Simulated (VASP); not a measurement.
Write the native input for VASP 6.6.1 that does the following.

```
Task                   : single point
Functional             : PBE
Potentials or basis    : VASP PAW PBE potentials, release 64 (Ca_sv)
Cutoff                 : 520 eV
k mesh                 : 12 × 12 × 6, shifted
Occupations            : gaussian, width 0.1 eV
Spin                   : no spin polarisation
Dipole correction      : no
Further INCAR settings : ALGO = Normal; EDIFF = 1e-06; NBANDS = 17
```

The structure of Ca lies in POSCAR:

```
Ca
1.0
    1.9712759950     -3.3954901800      0.0000000000
    1.9712759950      3.3954901800      0.0000000000
    0.0000000000      0.0000000000      6.5091117400
Ca
2
Direct
    0.8355866000      0.1644134000      0.2500000000
    0.1644134000      0.8355866000      0.7500000000
```

The input as run:

INCAR

```
SYSTEM = Ca
PREC     = Accurate       ! precision mode
ENCUT    = 520            ! plane-wave cutoff, eV
EDIFF    = 1E-6           ! SCF threshold, eV
ISMEAR   = 0              ! smearing method
SIGMA    = 0.1            ! smearing width, eV
LREAL    = .FALSE.        ! projectors in reciprocal space
LASPH    = .TRUE.         ! aspherical terms in the spheres
NELM     = 100            ! most SCF steps
ALGO     = Normal         ! electronic algorithm
ISIF     = 2              ! what is computed and relaxed
LWAVE    = .FALSE.        ! write WAVECAR
LCHARG   = .FALSE.        ! write CHGCAR
GGA      = PE             ! functional
NBANDS   = 17             ! bands
```

KPOINTS

```
Automatic mesh
0
Gamma
  12 12 6
  0.5 0.5 0.5
```

Potentials or basis: VASP PAW PBE potentials, release 64 (Ca_sv).

Launch:

```bash
$ cat potpaw_PBE.64/Ca_sv/POTCAR > POTCAR
$ mpirun -np 1 vasp_std > vasp.out
```

It gave:

| Quantity | Value |
| --- | --- |
| Pressure | -0.4 GPa |
| Largest force | 0.015 eV/Å |
| Band gap on the k mesh | zero (band 10 reaches 2.06 eV, above the bottom of band 11 at 1.76 eV) |

Run time: 60 s on 1 thread of Intel(R) Xeon(R) 6975P-C (Granite Rapids) (shared host), peak memory 0.3 GiB.
